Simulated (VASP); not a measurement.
MoS2, 3 atoms in the cell. Symmetry: P-6m2, No. 187, hexagonal system. The conventional cell has a = 3.208 Å, b = 3.208 Å, c = 6.406 Å, α = 90.00°, β = 90.00°, γ = 120.00°. Within 3.1 Å of Mo (site symmetry -6m2) lie 6 S at 2.34 Å. S (site symmetry 3m) has 3 Mo at 2.34 Å and 1 S at 2.86 Å within 3.1 Å.  This cell differs from its parent crystal: c/a of the conventional cell at fixed volume 1.9973.

* Program: VASP 6.6.1
* Task: single point
* Functional: PBE
* Dispersion: D3(BJ)
* Potentials or basis: VASP PAW PBE potentials, release 64 (Mo_sv, S)
* Cutoff: 500 eV
* k mesh: 12 × 12 × 4
* Occupations: gaussian, width 0.05 eV
* Spin: no spin polarisation
* Dipole correction: no
* Further INCAR settings: ALGO = Normal; EDIFF = 1e-06; NBANDS = 20

Potentials or basis: VASP PAW PBE potentials, release 64 (Mo_sv, S).

Command:

```console
$ cat potpaw_PBE.64/Mo_sv/POTCAR potpaw_PBE.64/S/POTCAR > POTCAR
$ mpirun -np 1 vasp_std > vasp.out
```

Hardware: 1 thread of AMD EPYC 7R13 Processor (Zen 3), with other jobs on the host.

Question: Estimate the wall time of this run.

Answer: Wall time 62 s on 1 thread of AMD EPYC 7R13 Processor (Zen 3), with other jobs on the host, peak memory 0.18 GiB. Counts: scf iterations 14, k points 57.
